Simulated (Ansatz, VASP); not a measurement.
P in VASP and in Ansatz

```
P
1.0
    -1.67543    1.67543    1.67543
     1.67543   -1.67543    1.67543
     1.67543    1.67543   -1.67543
P
1
Direct
  0.00000 0.00000 0.00000
```

Alike in both runs: task single point; functional PBE; k mesh 18 × 18 × 18; occupations gaussian, width 0.1 eV; no spin polarisation.

|  | VASP | Ansatz |
| --- | --- | --- |
| version | VASP 6.6.1 | Ansatz 0.2.0 |
| potentials or method | VASP PAW PBE potentials, release 64 (P), cutoff 500 eV | scalar-relativistic, plane waves, PAW |
| valence electrons in the cell | 5 | 5 |

```csv
,VASP,Ansatz,Ansatz less VASP
gap on the k mesh at the Fermi level (eV),none,none,-
pressure (GPa),-15.9,-15.8,+0.08
```

A gap of «none» marks a metal or a gap that the smearing closes. With one functional, cell and mesh, what is left measures potentials, basis and numerics.
